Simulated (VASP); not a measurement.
# TiAl (P-6m2) in VASP: further runs

The runs below take TiAl through single point, with PBE.

All numbers are computed with VASP 6.6.1; they aren't measurements. Logs are shortened: lines on timing, memory, paths and dates and some standing lists are left out, and cuts for length are marked.

### Step 1. The cell of the first run

Symmetry: P-6m2, No. 187, hexagonal system. Conventional cell: a = 2.953 Å, b = 2.953 Å, c = 4.741 Å, α = 90.00°, β = 90.00°, γ = 120.00°. Within 3.8 Å of Ti (site symmetry -6m2) lie 6 Al at 2.92 Å and 6 Ti at 2.95 Å. Within 3.8 Å of Al (site symmetry -6m2) lie 6 Ti at 2.92 Å and 6 Al at 2.95 Å.

### Step 2. Single point, PBE

Input file INCAR:

```
SYSTEM = TiAl
PREC = Accurate ; ENCUT = 520
EDIFF = 1E-6 ; ISMEAR = 0
SIGMA = 0.15 ; LREAL = .False.
LASPH = .True. ; NELM = 60
ALGO = Normal ; ISIF = 2
LWAVE = .False. ; LCHARG = .False.
GGA = PE ; NBANDS = 14
```

Input file KPOINTS:

```
Automatic mesh
0
Gamma
  18 18 10
  0 0 0
```

Input file POSCAR:

```
TiAl
1.0
    2.9530000000      0.0000000000      0.0000000000
   -1.4765000000      2.5573730174      0.0000000000
    0.0000000000      0.0000000000      4.7414000000
Ti Al
1 1
Direct
    0.0000000000      0.0000000000      0.0000000000
    0.3333333333      0.6666666667      0.5000000000
```

Potentials or basis: VASP PAW PBE potentials, release 64 (Ti_sv, Al).

Run with:

```
$ cat potpaw_PBE.64/Ti_sv/POTCAR potpaw_PBE.64/Al/POTCAR > POTCAR
$ mpirun -np 1 vasp_std > vasp.out
```

OUTCAR:

```text
SYSTEM = TiAl
   PREC = Accurate
   ENCUT = 520
   EDIFF = 1E-6
   ISMEAR = 0
   LREAL = .False.
   LASPH = .True.
   NELM = 60
   ISIF = 2
   GGA = PE

 ion  position               nearest neighbor table
   1  0.000  0.000  0.000-   2 2.92   2 2.92   2 2.92   2 2.92   2 2.92   2 2.92
   2  0.333  0.667  0.500-   1 2.92   1 2.92   1 2.92   1 2.92   1 2.92   1 2.92

  LATTYP: Found a hexagonal cell.
 ALAT       =     2.9530000000
 C/A-ratio  =     1.6056214020

  Lattice vectors:

 A1 = (   2.9530000000,   0.0000000000,   0.0000000000)
 A2 = (  -1.4765000000,   2.5573730174,   0.0000000000)
 A3 = (   0.0000000000,   0.0000000000,   4.7414000000)

Analysis of symmetry for initial positions (statically):
=====================================================================
 Subroutine PRICEL returns:
 Original cell was already a primitive cell.

 Routine SETGRP: Setting up the symmetry group for a
 hexagonal supercell.

 Subroutine GETGRP returns: Found 12 space group operations
 (whereof 12 operations were pure point group operations)
 out of a pool of 24 trial point group operations.

The static configuration has the point symmetry D_3h.

Analysis of symmetry for dynamics (positions and initial velocities):
=====================================================================
 Subroutine PRICEL returns:
 Original cell was already a primitive cell.

 Routine SETGRP: Setting up the symmetry group for a
 hexagonal supercell.

 Subroutine GETGRP returns: Found 12 space group operations
 (whereof 12 operations were pure point group operations)
 out of a pool of 24 trial point group operations.

The dynamic configuration has the point symmetry D_3h.

 Subroutine INISYM returns: Found 12 space group operations
 (whereof 12 operations are pure point group operations),
 and found     1 'primitive' translations

----------------------------------------------------------------------------------------

                                     Primitive cell

  volume of cell :      35.8067

  direct lattice vectors                    reciprocal lattice vectors
     2.953000000  0.000000000  0.000000000     0.338638673  0.195513129  0.000000000
    -1.476500000  2.557373017  0.000000000     0.000000000  0.391026257  0.000000000
     0.000000000  0.000000000  4.741400000     0.000000000  0.000000000  0.210908171

  length of vectors
     2.953000000  2.953000000  4.741400000     0.391026257  0.391026257  0.210908171

  position of ions in fractional coordinates (direct lattice)
     0.000000000  0.000000000  0.000000000
     0.333333333  0.666666667  0.500000000

  ion indices of the primitive-cell ions
   primitive index   ion index
                 1           1
                 2           2

----------------------------------------------------------------------------------------

 KPOINTS: Automatic mesh

Automatic generation of k-mesh.
 Grid dimensions read from file:
 generate k-points for:   18   18   10

 Generating k-lattice:

  Cartesian coordinates                     Fractional coordinates (reciprocal lattice)
     0.018813260  0.010861840  0.000000000     0.055555556  0.000000000  0.000000000
     0.000000000  0.021723681  0.000000000     0.000000000  0.055555556  0.000000000
     0.000000000  0.000000000  0.021090817     0.000000000  0.000000000  0.100000000

  Length of vectors
     0.021723681  0.021723681  0.021090817

  Shift w.r.t. Gamma in fractional coordinates (k-lattice)
     0.000000000  0.000000000  0.000000000

 Subroutine IBZKPT returns following result:
 ===========================================

 Found    222 irreducible k-points:

 Following reciprocal coordinates:
            Coordinates               Weight
  0.000000  0.000000  0.000000      1.000000
  0.055556  0.000000  0.000000      6.000000
  0.111111  0.000000  0.000000      6.000000
  0.166667  0.000000  0.000000      6.000000
  0.222222 -0.000000  0.000000      6.000000
  0.277778  0.000000  0.000000      6.000000
[... 16 lines left out ...]
  0.333333  0.111111  0.000000     12.000000
  0.388889  0.111111  0.000000     12.000000
 [... further k-points ...]
   k-points           NKPTS =    222   k-points in BZ     NKDIM =    222   number of bands    NBANDS=     14
   number of dos      NEDOS =    301   number of ions     NIONS =      2
   total plane-waves  NPLWV =  20736
   dimension x,y,z NGX =    24 NGY =   24 NGZ =   36
   dimension x,y,z NGXF=    48 NGYF=   48 NGZF=   72
   ions per type =               1   1
   NGX,Y,Z   is equivalent  to a cutoff of  13.51, 13.51, 12.62 a.u.
   NGXF,Y,Z  is equivalent  to a cutoff of  27.02, 27.02, 25.25 a.u.
 SYSTEM =  TiAl
   PREC   = accura    normal or accurate (medium, high low for compatibility)
   ISTART =      0    job   : 0-new  1-cont  2-samecut
   ICHARG =      2    charge: 1-file 2-atom 10-const
   ISPIN  =      1    spin polarized calculation?
   LNONCOLLINEAR =      F non collinear calculations
   LSORBIT =      F    spin-orbit coupling
   LASPH  =      T    aspherical Exc in radial PAW
   ENCUT  =  520.0 eV  38.22 Ry    6.18 a.u.   5.49  5.49  8.82*2*pi/ulx,y,z
   NELM   =     60;   NELMIN=  2; NELMDL= -5     # of ELM steps
   EDIFF  = 0.1E-05   stopping-criterion for ELM
   LREAL  =      F    real-space projection
   EDIFFG = 0.1E-04   stopping-criterion for IOM
   NSW    =      0    number of steps for IOM
   IBRION =     -1    ionic relax: 0-MD 1-quasi-New 2-CG
   NFREE  =      0    steps in history (QN), initial steepest desc. (CG)
   ISIF   =      2    stress and relaxation
   ISYM   =      2    0-nonsym 1-usesym 2-fastsym
   POTIM  = 0.5000    time-step for ionic-motion
   TEBEG  =    0.0;   TEEND  =   0.0 temperature during run
   PSTRESS=    0.0 pullay stress
   NELECT =      15.0000    total number of electrons
   NUPDOWN=      -1.0000    fix difference up-down
   EMIN   =  10.00;   EMAX   =-10.00  energy-range for DOS
   EFERMI =   0.00;   METHOD = LEGACY
   ISMEAR =     0;   SIGMA  =   0.15  broadening in eV -4-tet -1-fermi 0-gaus
   EFERMI_NEDOS =   21; number of points for ismear=-14 and -15
   IALGO  =     38    algorithm
   IMIX   =      4    mixing-type and parameters
     AMIX     =   0.40;   BMIX     =  1.00
     AMIX_MAG =   1.60;   BMIX_MAG =  1.00
  volume/ion in A,a.u.               =      17.90       120.82
  Fermi-wavevector in a.u.,A,eV,Ry     =   1.224947  2.314814 20.415468  1.500495
  Thomas-Fermi vector in A             =   2.360003
   LORBIT       =      0    0 simple, 1 ext, 2 COOP (PROOUT), +10 PAW based schemes
   GGA     = PE    functional components
   LHFCALC =     F    Hartree Fock is set to
   AEXX    =    0.0000 exact exchange contribution
   IVDW    =     0    specifies the selected vdW correction
   LEPSILON=     F    determine dielectric tensor
   LRPA    =     F    only Hartree local field effects (RPA)
 non-spin polarized calculation
 Gauss-broadening in eV      SIGMA  =   0.15
  energy-cutoff  :      520.00
  volume of cell :       35.81
 maximum number of plane-waves:       996
 NGX is ok and might be reduce to    24
   NGX = 11   NGY = 11   NGZ = 17

 number of electron      14.9999998 magnetization

 Free energy of the ion-electron system (eV)
  ---------------------------------------------------
  ext. energy  EPLUGINS =         0.00000000
  ---------------------------------------------------
  free energy    TOTEN  =       -12.04820015 eV

  energy without entropy =      -12.01760200  energy(sigma->0) =      -12.03290108

 E-fermi :   7.1398     XC(G=0): -10.6315

 val. band max:        7.1369925755   @ k =   0.3333   0.3333   0.5000
 cond. band min:       7.1398761257   @ k =   0.3333  -0.0000   0.4000
 fundamental gap:      0.0028835502
 Fermi energy:         7.1397839795

 k-point     1 :       0.0000    0.0000    0.0000
  band No.  band energies     occupation
      1     -49.5616      2.00000
      2     -25.8668      2.00000
      3     -25.5322      2.00000
      4     -25.5322      2.00000
      5      -1.4161      2.00000
      6       4.9892      2.00000
      7       5.4683      2.00000
      8       8.3121      0.00000
      9       8.3121      0.00000
     10       9.6218      0.00000
     11       9.6218      0.00000
     12      10.8489      0.00000
     13      19.2223      0.00000
     14      19.2223      0.00000

 k-point     2 :       0.0556    0.0000    0.0000
  band No.  band energies     occupation
      1     -49.5596      2.00000
      2     -25.8647      2.00000
      3     -25.5455      2.00000
      4     -25.5353      2.00000
      5      -1.3439      2.00000
      6       5.0660      2.00000
      7       5.4784      2.00000
      8       8.2461      0.00000
      9       8.3677      0.00000
     10       9.6031      0.00000
     11       9.6427      0.00000
     12      10.8636      0.00000
     13      17.9918      0.00000
     14      18.4824      0.00000

 k-point     3 :       0.1111    0.0000    0.0000
  band No.  band energies     occupation
      1     -49.5539      2.00000
      2     -25.8589      2.00000
      3     -25.5837      2.00000
      4     -25.5440      2.00000
      5      -1.1281      2.00000
      6       5.2875      2.00000
      7       5.5072      2.00000
      8       8.0639      0.00000
      9       8.5311      0.00000
     10       9.5498      0.00000
     11       9.7075      0.00000
     12      10.9050      0.00000
     13      16.2530      0.00000
     14      17.5948      0.00000
[... 324 lines left out ...]
 k-point    23 :       0.3333    0.1111    0.0000
  band No.  band energies     occupation
      1     -49.5010      2.00000
      2     -25.9034      2.00000
      3     -25.8046      2.00000
      4     -25.6499      2.00000
      5       2.1316      2.00000
      6       5.8509      2.00000
      7       5.9860      2.00000
      8       6.6891      1.99998
      9       8.7063      0.00000
     10       9.7417      0.00000
     11      10.8207      0.00000
     12      11.2360      0.00000
     13      12.1140      0.00000
     14      12.9437      0.00000

 k-point    24 :       0.3889    0.1111    0.0000
  band No.  band energies     occupation
      1     -49.4956      2.00000
      2     -25.9349      2.00000
      3     -25.7991      2.00000
      4     -25.6610      2.00000
      5       3.0561      2.00000
      6       5.1881      2.00000
      7       5.9003      2.00000
      8       6.4686      2.00000
      9       8.6016      0.00000
     10       9.9519      0.00000
     11      10.7959      0.00000
     12      11.5776      0.00000
     13      12.2990      0.00000
     14      13.0497      0.00000

 [... further k-points ...]

------------------------ aborting loop because EDIFF is reached ----------------------------------------

  FORCE on cell =-STRESS in cart. coord.  units (eV):
  Direction    XX          YY          ZZ          XY          YZ          ZX
  --------------------------------------------------------------------------------------
  -------------------------------------------------------------------------------------
  Total       -1.3856525     -1.3856525     -1.5100592      0.0000000      0.0000000     -0.0000000
  in kB      -62.0012979    -62.0012979    -67.5679010      0.0000000      0.0000000     -0.0000000
  external PRESSURE =     -63.8568322 kB  Pullay stress =       0.0000000 kB

 VOLUME and BASIS-vectors are now :
 -----------------------------------------------------------------------------
  energy-cutoff  :      520.00
  volume of cell :       35.81
      direct lattice vectors                 reciprocal lattice vectors
     2.953000000  0.000000000  0.000000000     0.338638673  0.195513129  0.000000000
    -1.476500000  2.557373017  0.000000000     0.000000000  0.391026257  0.000000000
     0.000000000  0.000000000  4.741400000     0.000000000  0.000000000  0.210908171

 POSITION                                       TOTAL-FORCE (eV/Angst)
 -----------------------------------------------------------------------------------
      0.00000      0.00000      0.00000        -0.000000      0.000000      0.000000
     -0.00000      1.70492      2.37070         0.000000     -0.000000      0.000000
 -----------------------------------------------------------------------------------
    total drift:                                0.000000     -0.000000      0.000000

  FREE ENERGIE OF THE ION-ELECTRON SYSTEM (eV)
  ---------------------------------------------------
  free  energy   TOTEN  =       -12.0482001528 eV

  energy  without entropy=      -12.0176020009  energy(sigma->0) =      -12.03290108
```

Wall time 2.3 min (1 thread of Intel Xeon 8259CL, shared host); peak memory 0.24 GiB.

What came out:

```
Free energy            : -12.0482 eV
Pressure               : -6.4 GPa
Band gap on the k mesh : zero (an odd number of electrons rules out a gap without spin polarisation)
```

Levels at points of the mesh, in eV from the Fermi level:
```
           k point  band 4  band 5  band 6  band 7  band 8  band 9  band 10  band 11  band 12  band 13
(0.00, 0.00, 0.00)  -32.67   -8.56   -2.15   -1.67    1.17    1.17     2.48     2.48     3.71    12.08
(0.50, 0.00, 0.00)  -32.77   -3.56   -2.83   -1.35   -0.85    1.90     3.53     3.70     4.02     5.02
(0.00, 0.00, 0.50)  -32.67   -7.69   -5.07   -0.31    1.19    1.19     2.41     2.41     6.76    10.39
(0.50, 0.00, 0.50)  -32.77   -3.49   -2.32   -1.69    0.39    0.92     1.70     2.77     3.53     5.95
```

Caveat: the cell stands under tension.

### Step 3. Single point, PBE

This run uses another cell than the first one, of 17.98 Å³/atom.

Input file INCAR:

```
PREC     = Accurate       # precision mode
ENCUT    = 520            # plane-wave cutoff, eV
EDIFF    = 1E-7           # SCF threshold, eV
ISMEAR   = 0              # smearing method
SIGMA    = 0.15           # smearing width, eV
LREAL    = False          # projectors in reciprocal space
LASPH    = True           # aspherical terms in the spheres
NELM     = 60             # most SCF steps
ALGO     = Fast           # electronic algorithm
ISIF     = 2              # what is computed and relaxed
LWAVE    = False          # write WAVECAR
LCHARG   = True           # write CHGCAR
GGA      = PE             # functional
LELF     = True           # ELF
LVHAR    = True         
NBANDS   = 14             # bands
```

Input file KPOINTS:

```
Automatic mesh
0
Gamma
  18 18 10
```

Input file POSCAR:

```
TiAl
1.0
    2.9890000000      0.0000000000      0.0000000000
   -1.4945000000      2.5885499319      0.0000000000
    0.0000000000      0.0000000000      4.6484095146
Ti Al
1 1
Direct
    0.0000000000      0.0000000000      0.0000000000
    0.3333333333      0.6666666667      0.5000000000
```

Potentials or basis: VASP PAW PBE potentials, release 64 (Ti_sv, Al).

Run with:

```
$ cat potpaw_PBE.64/Ti_sv/POTCAR potpaw_PBE.64/Al/POTCAR > POTCAR
$ mpirun -np 1 vasp_std > vasp.out
```

Wall time 5.3 min (1 thread of Intel Xeon 8259CL, shared host); peak memory 0.25 GiB.

Results (log left out):

```
Free energy            : -12.0365 eV
Pressure               : -6.4 GPa
Band gap on the k mesh : zero (an odd number of electrons rules out a gap without spin polarisation)
```

Stress tensor (GPa, compression positive):
```
-7.30  0.00  0.00
 0.00 -7.30  0.00
 0.00  0.00 -4.55
```

Levels at points of the mesh, in eV from the Fermi level:
| k point | band 6 | band 7 | band 8 | band 9 | band 10 | band 11 |
| --- | --- | --- | --- | --- | --- | --- |
| (0.00, 0.00, 0.00) | -2.01 | -1.43 | 1.14 | 1.14 | 2.38 | 2.38 |
| (0.50, 0.00, 0.00) | -2.88 | -1.32 | -0.80 | 1.81 | 3.41 | 3.75 |
| (0.00, 0.00, 0.50) | -5.00 | -0.15 | 1.16 | 1.16 | 2.28 | 2.28 |
| (0.50, 0.00, 0.50) | -2.27 | -1.67 | 0.34 | 0.95 | 1.57 | 2.96 |

Caveat: the cell stands under tension.

(Continued in part 2 of 2.)
